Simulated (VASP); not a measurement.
Ge: single point with PBEsol

Crystal: Ge.

```
Ge
1.0
     3.99697    0.00000    0.00000
    -1.99848    3.46148    0.00000
     0.00000    0.00000    6.59637
Ge
4
Direct
  0.66667 0.33333 0.15387
  0.33333 0.66667 0.56291
  0.66667 0.33333 0.43709
  0.33333 0.66667 0.93709
```

This cell differs from its parent crystal: atom 1 (Ge) moved +0.600 Å along Cartesian [0 0 1].

```json
{"Program": "VASP 6.6.1", "Task": "single point", "Functional": "PBEsol", "Potentials or basis": "VASP PAW PBE potentials, release 64 (Ge_d)", "Cutoff": "520 eV", "k mesh": "12 × 12 × 8", "Occupations": "gaussian, width 0.15 eV", "Spin": "no spin polarisation"}
```

```
Pressure               : 13.1 GPa
Largest force          : 17.151 eV/Å
Band gap on the k mesh : zero (bands 28 and 29 overlap by 1.38 eV)
```

Forces on the atoms (eV/Å):
```
Ge    0.000   0.000 -17.151
Ge    0.000   0.000   0.729
Ge    0.000   0.000  14.140
Ge    0.000   0.000   2.283
```

Stress tensor (GPa, compression positive):
```
-3.01  0.00  0.00
 0.00 -3.01  0.00
 0.00  0.00 45.36
```

Levels at points of the mesh, in eV from the Fermi level:
| k point | band 25 | band 26 | band 27 | band 28 | band 29 | band 30 | band 31 | band 32 |
| --- | --- | --- | --- | --- | --- | --- | --- | --- |
| (0.00, 0.00, 0.00) | -1.98 | -1.54 | -0.25 | 0.46 | 1.17 | 1.17 | 1.62 | 1.62 |
| (0.50, 0.00, 0.00) | -4.82 | -3.50 | -3.46 | -0.28 | 0.44 | 1.85 | 2.29 | 2.33 |
| (0.00, 0.00, 0.50) | -1.81 | -1.81 | 0.18 | 0.18 | 0.27 | 2.33 | 2.85 | 2.85 |
| (0.50, 0.00, 0.50) | -3.32 | -3.25 | -2.33 | -1.17 | -0.51 | 0.42 | 1.69 | 3.39 |

Run time: 12 min on 1 thread of Intel Xeon 8259CL (shared host), peak memory 0.41 GiB.

Caveat: the cell differs from its parent crystal (atom 1 (Ge) moved +0.600 Å along Cartesian [0 0 1]); the stress differs along the axes, from -3 to 45 GPa; the PAW data sets were made with another functional, which shifts forces and pressure a little.
